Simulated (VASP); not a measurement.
Here is a VASP 6.6.1 calculation.

Contents of INCAR:

```
ALGO = Normal
EDIFF = 1E-6
ENCUT = 520
GGA = PE
ISIF = 2
ISMEAR = 0
LASPH = True
LCHARG = True
LELF = True
LREAL = False
LVHAR = True
LWAVE = False
NBANDS = 26
NELM = 60
PREC = Accurate
SIGMA = 0.02
```

The input KPOINTS:

```
k-points
0
Gamma
  12 12 4
```

File POSCAR:

```
MgO
1.0
    2.9819920928     -0.0000000289      0.0000000000
   -1.4909960214      2.5824809207      0.0000000000
    0.0000000000      0.0000000000     10.0777081000
Mg O
4 4
Direct
    0.6666666667      0.3333333333      0.8780530000
    0.3333333333      0.6666666667      0.1219470000
    0.3333333333      0.6666666667      0.3780530000
    0.6666666667      0.3333333333      0.6219470000
    0.0000000000      0.0000000000      0.0000000000
    0.0000000000      0.0000000000      0.5000000000
    0.6666666667      0.3333333333      0.2500000000
    0.3333333333      0.6666666667      0.7500000000
```

Potentials or basis: VASP PAW PBE potentials, release 64 (Mg, O).

Run with:

```console
$ cat potpaw_PBE.64/Mg/POTCAR potpaw_PBE.64/O/POTCAR > POTCAR
$ mpirun -np 1 vasp_std > vasp.out
```

(1) What does it give for the band gap on the k mesh?

(2) Estimate the pressure.

(3) What does it give for the largest force?

Answers

(1) 4.15 eV.

(2) -0.7 GPa.

(3) 0.004 eV/Å.
